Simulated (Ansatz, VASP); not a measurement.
## Al: VASP beside Ansatz

```
Al
1.0
    -1.55144    1.55144    1.59122
     1.55144   -1.55144    1.59122
     1.55144    1.55144   -1.59122
Al
1
Direct
  0.00000 0.00000 0.00000
```

Change from the starting cell: strain -0.025 along x and y, +0.000 along z, atoms carried along.

Alike in both runs: task single point; functional PBEsol; k mesh 20 × 20 × 20; occupations gaussian, width 0.15 eV; no spin polarisation.

```csv
,VASP,Ansatz
version,VASP 6.6.1,Ansatz 0.2.0
potentials or method,"VASP PAW PBE potentials, release 64 (Al), cutoff 520 eV","scalar-relativistic, plane waves, PAW"
valence electrons in the cell,3,3
```

|  | VASP | Ansatz | Ansatz less VASP |
| --- | --- | --- | --- |
| gap on the k mesh at the Fermi level (eV) | none | none | - |
| pressure (GPa) | 6.9 | 6.8 | -0.09 |
| traceless stress, the component that is largest in VASP (GPa) | 0.94 | 0.93 | -0.006 |

VASP's potentials were made for PBE, not for PBEsol. A gap of «none» marks a metal or a gap that the smearing closes.
